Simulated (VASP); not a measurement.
BeS:

```xyz
2
Lattice="0.0000 2.5073 2.5073 2.5073 0.0000 2.5073 2.5073 2.5073 0.0000" Properties=species:S:1:pos:R:3 pbc="T T T"
Be    0.0000    0.0000    0.0000
S     1.2537    1.2537    1.2537
```

This cell differs from its parent crystal: strain +3.0%.

Base run:

* Program: VASP 6.6.1
* Functional: PBE
* Potentials or basis: VASP PAW PBE potentials, release 64 (Be, S)
* Cutoff: 520 eV
* k mesh: 6 × 6 × 6
* Occupations: gaussian, width 0.01 eV
* Spin: no spin polarisation

Its results: band gap on the k mesh 3.31 eV, indirect (least direct gap 5.07 eV); pressure -6.6 GPa.

Task: The run is repeated on the same cell with these changes: functional from PBE to r2SCAN; k mesh from 6 × 6 × 6 to 10 × 10 × 10. What comes out?

Result: Band gap on the k mesh 3.77 eV, indirect (least direct gap 5.81 eV); pressure -7.2 GPa.

Several settings changed at once, so the effect can't be laid on one alone.

Caveats: the PAW data sets were made with another functional, which shifts forces and pressure a little (some runs).

A k mesh can miss the band edges.
